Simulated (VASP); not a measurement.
# LiH in VASP: a series of runs

The runs below take LiH through single point, with HSE06.

Everything below comes from runs of VASP 6.6.1. Logs are shortened: lines on timing, memory, paths and dates and some standing lists are left out, and cuts for length are marked.

## 1. The cell of the first run

The structure is cubic, space group F-43m (No. 216). The conventional cell has a = 4.142 Å, b = 4.142 Å, c = 4.142 Å, α = 90.00°, β = 90.00°, γ = 90.00°. Li (site symmetry -43m) has 4 H at 1.79 Å within 2.4 Å. Within 2.4 Å of H (site symmetry -43m) lie 4 Li at 1.79 Å.

## 2. Single point, HSE06 (strain -3.5%)

POSCAR reads:

```
LiH
1.0
    0.0000000000      2.0711153005      2.0711153005
    2.0711153005      0.0000000000      2.0711153005
    2.0711153005      2.0711153005      0.0000000000
Li H
1 1
Direct
    0.0000000000      0.0000000000      0.0000000000
    0.2500000000      0.2500000000      0.2500000000
```

INCAR.step1 reads:

```
SYSTEM = LiH
ALGO = Normal ; EDIFF = 1E-5
ENCUT = 520 ; GGA = PE
ISIF = 2 ; ISMEAR = 0
LASPH = .TRUE. ; LCHARG = .FALSE.
LREAL = .FALSE. ; LWAVE = .TRUE.
NBANDS = 9 ; NELM = 80
PREC = Accurate ; SIGMA = 0.01
```

INCAR.step2 reads:

```
SYSTEM = LiH
ALGO = Normal ; EDIFF = 1E-7
ENCUT = 520 ; GGA = PE
HFSCREEN = 0.2079 ; ISIF = 2
ISMEAR = 0 ; ISTART = 1
LASPH = .TRUE. ; LCHARG = .FALSE.
LHFCALC = .TRUE. ; LREAL = .FALSE.
LWAVE = .FALSE. ; NBANDS = 9
NELM = 80 ; PREC = Accurate
PRECFOCK = Normal ; SIGMA = 0.01
```

KPOINTS reads:

```
k-points
0
G
  8 8 8
  0 0 0
```

Potentials or basis: VASP PAW PBE potentials, release 64 (Li_sv, H).

On the command line:

```
> cat potpaw_PBE.64/Li_sv/POTCAR potpaw_PBE.64/H/POTCAR > POTCAR
> cp INCAR.step1 INCAR
> mpirun -np 1 vasp_std > vasp.out
> cp INCAR.step2 INCAR
> mpirun -np 1 vasp_std > vasp.out
```

OUTCAR:

```text
SYSTEM = LiH
   EDIFF = 1E-7
   ENCUT = 520
   GGA = PE
   HFSCREEN = 0.2079
   ISIF = 2
   ISMEAR = 0
   ISTART = 1
   LASPH = .TRUE.
   LHFCALC = .TRUE.
   LREAL = .FALSE.
   NELM = 80
   PREC = Accurate
   PRECFOCK = Normal

 ion  position               nearest neighbor table
   1  0.000  0.000  0.000-
   2  0.250  0.250  0.250-

  LATTYP: Found a face centered cubic cell.
 ALAT       =     4.1422306010

  Lattice vectors:

 A1 = (   0.0000000000,   2.0711153005,   2.0711153005)
 A2 = (   2.0711153005,   0.0000000000,   2.0711153005)
 A3 = (   2.0711153005,   2.0711153005,   0.0000000000)

Analysis of symmetry for initial positions (statically):
=====================================================================
 Subroutine PRICEL returns:
 Original cell was already a primitive cell.

 Routine SETGRP: Setting up the symmetry group for a
 face centered cubic supercell.

 Subroutine GETGRP returns: Found 24 space group operations
 (whereof 24 operations were pure point group operations)
 out of a pool of 48 trial point group operations.

The static configuration has the point symmetry T_d .

Analysis of symmetry for dynamics (positions and initial velocities):
=====================================================================
 Subroutine PRICEL returns:
 Original cell was already a primitive cell.

 Routine SETGRP: Setting up the symmetry group for a
 face centered cubic supercell.

 Subroutine GETGRP returns: Found 24 space group operations
 (whereof 24 operations were pure point group operations)
 out of a pool of 48 trial point group operations.

The dynamic configuration has the point symmetry T_d .

 Subroutine INISYM returns: Found 24 space group operations
 (whereof 24 operations are pure point group operations),
 and found     1 'primitive' translations

----------------------------------------------------------------------------------------

                                     Primitive cell

  volume of cell :      17.7682

  direct lattice vectors                    reciprocal lattice vectors
     0.000000000  2.071115300  2.071115300    -0.241415821  0.241415821  0.241415821
[... 94 lines left out ...]
   POTIM  = 0.5000    time-step for ionic-motion
   TEBEG  =    0.0;   TEEND  =   0.0 temperature during run
   PSTRESS=    0.0 pullay stress
   NELECT =       4.0000    total number of electrons
   NUPDOWN=      -1.0000    fix difference up-down
   EMIN   =  10.00;   EMAX   =-10.00  energy-range for DOS
   EFERMI =   0.00;   METHOD = LEGACY
   ISMEAR =     0;   SIGMA  =   0.01  broadening in eV -4-tet -1-fermi 0-gaus
   EFERMI_NEDOS =   21; number of points for ismear=-14 and -15
   IALGO  =     38    algorithm
   IMIX   =      1    mixing-type and parameters
     AMIX     =   0.40;   BMIX     =  1.00
     AMIX_MAG =   1.60;   BMIX_MAG =  1.00
  volume/ion in A,a.u.               =       8.88        59.95
  Fermi-wavevector in a.u.,A,eV,Ry     =   0.995896  1.881970 13.494372  0.991808
  Thomas-Fermi vector in A             =   2.127947
   LORBIT       =      0    0 simple, 1 ext, 2 COOP (PROOUT), +10 PAW based schemes
   GGA     = PE    functional components
   LHFCALC =     T    Hartree Fock is set to
   PRECFOCK=normal    Normal, Fast or Accurate (Low or Medium for compatibility)
   ENCUT4O =  -1.0   cutoff for four orbital integrals eV
   NKREDX  =     1    reduce k-point grid by
   NKREDY  =     1    reduce k-point grid by
   NKREDZ  =     1    reduce k-point grid by
   AEXX    =    0.2500 exact exchange contribution
   HFSCREEN=    0.2079 screening length (either q_TF or 0.3 A-1)
   HFSCREENC=   0.2079 screening length for correlation (either q_TF or 0.3 A-1)
   ENCUTFOCK=  -1.0 apply spherical cutoff to Coloumb kernel
   IVDW    =     0    specifies the selected vdW correction
   LEPSILON=     F    determine dielectric tensor
   LRPA    =     F    only Hartree local field effects (RPA)
 non-spin polarized calculation
 Gauss-broadening in eV      SIGMA  =   0.01
  energy-cutoff  :      520.00
  volume of cell :       17.77
 maximum number of plane-waves:       531
 NGX is ok and might be reduce to    24
  NGX = 18; NGY = 18; NGZ = 18

 number of electron       4.0000007 magnetization

 Free energy of the ion-electron system (eV)
  ---------------------------------------------------
  ext. energy  EPLUGINS =         0.00000000
  ---------------------------------------------------
  free energy    TOTEN  =        -6.66669799 eV

  energy without entropy =       -6.66669799  energy(sigma->0) =       -6.66669799

 E-fermi :  -1.8578     XC(G=0):  -6.7336

 val. band max:       -2.1066096158   @ k =  -0.2500   0.5000   0.2500
 cond. band min:       3.3242660264   @ k =   0.5000   0.0000   0.0000
 fundamental gap:      5.4308756421
 Fermi energy:        -1.8578358977

 k-point     1 :       0.0000    0.0000    0.0000
  band No.  band energies     occupation
      1     -48.1378      2.00000
      2      -6.5523      2.00000
      3      13.6247      0.00000
      4      17.8894      0.00000
      5      17.8894      0.00000
      6      17.8894      0.00000
      7      20.5461      0.00000
      8      20.5461      0.00000
      9      20.5461      0.00000
[... 265 lines left out ...]
 k-point    24 :      -0.3750    0.2500    0.1250
  band No.  band energies     occupation
      1     -48.0925      2.00000
      2      -2.8120      2.00000
      3       3.8649      0.00000
      4      10.4830      0.00000
      5      12.6898      0.00000
      6      17.1633      0.00000
      7      21.0038      0.00000
      8      24.4500      0.00000
      9      26.7574      0.00000

 [... further k-points ...]

------------------------ aborting loop because EDIFF is reached ----------------------------------------

  FORCE on cell =-STRESS in cart. coord.  units (eV):
  Direction    XX          YY          ZZ          XY          YZ          ZX
  --------------------------------------------------------------------------------------
  -------------------------------------------------------------------------------------
  Total        0.3254252      0.3254252      0.3254252      0.0000000      0.0000000     -0.0000000
  in kB       29.3439765     29.3439765     29.3439765      0.0000000      0.0000000     -0.0000000
  external PRESSURE =      29.3439765 kB  Pullay stress =       0.0000000 kB

 VOLUME and BASIS-vectors are now :
 -----------------------------------------------------------------------------
  energy-cutoff  :      520.00
  volume of cell :       17.77
      direct lattice vectors                 reciprocal lattice vectors
     0.000000000  2.071115300  2.071115300    -0.241415821  0.241415821  0.241415821
     2.071115300  0.000000000  2.071115300     0.241415821 -0.241415821  0.241415821
     2.071115300  2.071115300  0.000000000     0.241415821  0.241415821 -0.241415821

 POSITION                                       TOTAL-FORCE (eV/Angst)
 -----------------------------------------------------------------------------------
      0.00000      0.00000      0.00000         0.000000      0.000000     -0.000000
      1.03556      1.03556      1.03556         0.000000     -0.000000      0.000000
 -----------------------------------------------------------------------------------
    total drift:                                0.000000      0.000000      0.000000

  FREE ENERGIE OF THE ION-ELECTRON SYSTEM (eV)
  ---------------------------------------------------
  free  energy   TOTEN  =        -6.6666979858 eV

  energy  without entropy=       -6.6666979858  energy(sigma->0) =       -6.66669799
```

OUTCAR.step1:

```text
SYSTEM = LiH
   EDIFF = 1E-5
   ENCUT = 520
   GGA = PE
   ISIF = 2
   ISMEAR = 0
[... 511 lines left out ...]
      0.00000      0.00000      0.00000        -0.000000     -0.000000     -0.000000
      1.03556      1.03556      1.03556         0.000000      0.000000      0.000000
 -----------------------------------------------------------------------------------
    total drift:                               -0.000000     -0.000000     -0.000000

  FREE ENERGIE OF THE ION-ELECTRON SYSTEM (eV)
  ---------------------------------------------------
  free  energy   TOTEN  =        -6.0113933702 eV

  energy  without entropy=       -6.0113933702  energy(sigma->0) =       -6.01139337
```

It took 14 min on 1 thread of AMD EPYC 7R43 (Zen 3), shared host; peak memory 0.21 GiB.

Results:

```yaml
Free_energy: -6.6667 eV
Band_gap_on_the_k_mesh: 5.43 eV, indirect (least direct gap 6.68 eV)
```

Caveat: the cell differs from its parent crystal (strain -3.5%); the cutoff is under 1.25 times the usual one of these potentials, so pressure, stress and relaxed cells hold a basis-set (Pulay) error; the PAW data sets were made with another functional, which shifts forces and pressure a little.

## 3. Single point, HSE06 (uniaxial z strain +3.3%)

POSCAR reads:

```
LiH
1.0
    0.0000000000      2.1451220099      2.2161255484
    2.1451220099      0.0000000000      2.2161255484
    2.1451220099      2.1451220099      0.0000000000
Li H
1 1
Direct
    0.0000000000      0.0000000000      0.0000000000
    0.2500000000      0.2500000000      0.2500000000
```

INCAR.step1 reads:

```
PREC     = Accurate       # precision mode
ENCUT    = 520            # plane-wave cutoff, eV
EDIFF    = 1E-5           # SCF threshold, eV
ISMEAR   = 0              # smearing method
SIGMA    = 0.01           # smearing width, eV
LREAL    = False          # projectors in reciprocal space
LASPH    = True           # aspherical terms in the spheres
NELM     = 80             # most SCF steps
ALGO     = Normal         # electronic algorithm
ISIF     = 2              # what is computed and relaxed
LWAVE    = True           # write WAVECAR
LCHARG   = False          # write CHGCAR
GGA      = PE             # functional
NBANDS   = 9              # bands
```

INCAR.step2 reads:

```
PREC     = Accurate       # precision mode
ENCUT    = 520            # plane-wave cutoff, eV
EDIFF    = 1E-7           # SCF threshold, eV
ISMEAR   = 0              # smearing method
SIGMA    = 0.01           # smearing width, eV
LREAL    = False          # projectors in reciprocal space
LASPH    = True           # aspherical terms in the spheres
NELM     = 80             # most SCF steps
ALGO     = Normal         # electronic algorithm
ISIF     = 2              # what is computed and relaxed
LWAVE    = False          # write WAVECAR
LCHARG   = False          # write CHGCAR
GGA      = PE             # functional
LHFCALC  = True           # exact exchange
HFSCREEN = 0.2079         # screening, 1/A
PRECFOCK = Normal       
ISTART   = 1            
NBANDS   = 9              # bands
```

KPOINTS reads:

```
Automatic mesh
0
Gamma
  8 8 8
```

Potentials or basis: VASP PAW PBE potentials, release 64 (Li_sv, H).

On the command line:

```
> cat potpaw_PBE.64/Li_sv/POTCAR potpaw_PBE.64/H/POTCAR > POTCAR
> cp INCAR.step1 INCAR
> mpirun -np 1 vasp_std > vasp.out
> cp INCAR.step2 INCAR
> mpirun -np 1 vasp_std > vasp.out
```

Wall time 24 min (1 thread of AMD EPYC 7R43 (Zen 3), shared host); peak memory 0.22 GiB.

The run converged. Its results:

| Quantity | Value |
| --- | --- |
| Free energy | -6.6791 eV |
| Band gap on the k mesh | 5.13 eV, indirect (least direct gap 6.33 eV) |

Levels at points of the mesh, in eV from the valence-band top:
```csv
k point,band 1,band 2,band 3,band 4,band 5
"(0.00, 0.00, 0.00)",-46.40,-4.13,14.28,18.42,18.46
"(0.50, 0.00, 0.00)",-46.38,-1.20,5.13,15.87,16.54
"(0.50, 0.50, 0.00)",-46.38,-0.63,7.87,11.25,12.20
"(0.50, 0.00, 0.50)",-46.37,-0.31,8.28,10.92,11.68
```

Caveat: the cell differs from its parent crystal (uniaxial z strain +3.3%); the cutoff is under 1.25 times the usual one of these potentials, so pressure, stress and relaxed cells hold a basis-set (Pulay) error; the PAW data sets were made with another functional, which shifts forces and pressure a little. A k mesh can miss the band edges.
